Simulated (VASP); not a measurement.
The system is InP.

```
CELL_PARAMETERS angstrom
0.00000 2.86517 3.04736
2.86517 0.00000 3.04736
2.86517 2.86517 0.00000
ATOMIC_POSITIONS crystal
In 0.00000 0.00000 0.00000
P 0.25000 0.25000 0.25000
```

This cell differs from its parent crystal: epitaxial xy strain -3.0%.

Base run:

- Program: VASP 6.6.1
- Functional: r2SCAN
- Potentials or basis: VASP PAW PBE potentials, release 64 (In_d, P)
- Cutoff: 520 eV
- k mesh: 8 × 8 × 8
- Occupations: gaussian, width 0.01 eV
- Spin: no spin polarisation

Its results: band gap on the k mesh 1.07 eV, direct; pressure 1.9 GPa.

Question: The run is repeated on the same cell with these changes: functional from r2SCAN to PBE; cutoff from 520 eV to 500 eV; k mesh from 8 × 8 × 8 to 4 × 4 × 4. What comes out?

Answer: Band gap on the k mesh 0.60 eV, direct; pressure 3.8 GPa.

Several settings changed at once, so the effect can't be laid on one alone.

Caveats: some runs use coarse meshes; spin-orbit coupling is left out, which moves the levels of the heavy elements; the PAW data sets were made with another functional, which shifts forces and pressure a little (some runs).

